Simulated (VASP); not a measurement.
A run of VASP 6.6.1 is set up as follows.

The input INCAR:

```
SYSTEM = SrMg
  PREC = Accurate
  ENCUT = 520
  EDIFF = 1E-6
  ISMEAR = -1
  SIGMA = 0.05
  LREAL = .FALSE.
  LASPH = .TRUE.
  NELM = 80
  ALGO = Normal
  ISIF = 2
  LWAVE = .FALSE.
  LCHARG = .FALSE.
  NBANDS = 13
```

File KPOINTS:

```
regular mesh
0
G
  9 9 9
  0 0 0
```

POSCAR

```
SrMg
1.0
    3.9129569058      0.0000000000      0.0000000000
    0.0000000000      3.9129569058      0.0000000000
    0.0000000000      0.0000000000      3.9129569058
Sr Mg
1 1
Direct
    0.5000000000      0.5000000000      0.5000000000
    0.0000000000      0.0000000000      0.0000000000
```

Potentials or basis: VASP PAW LDA potentials, release 64 (Sr_sv, Mg).

The run is started by

```console
$ cat potpaw_LDA.64/Sr_sv/POTCAR potpaw_LDA.64/Mg/POTCAR > POTCAR
$ mpirun -np 1 vasp_std > vasp.out
```

(1) What does it give for the band gap on the k mesh?

(2) Estimate the pressure.

Results:

(1) zero (band 6 reaches 3.19 eV, above the bottom of band 7 at 1.83 eV).

(2) 2.9 GPa.
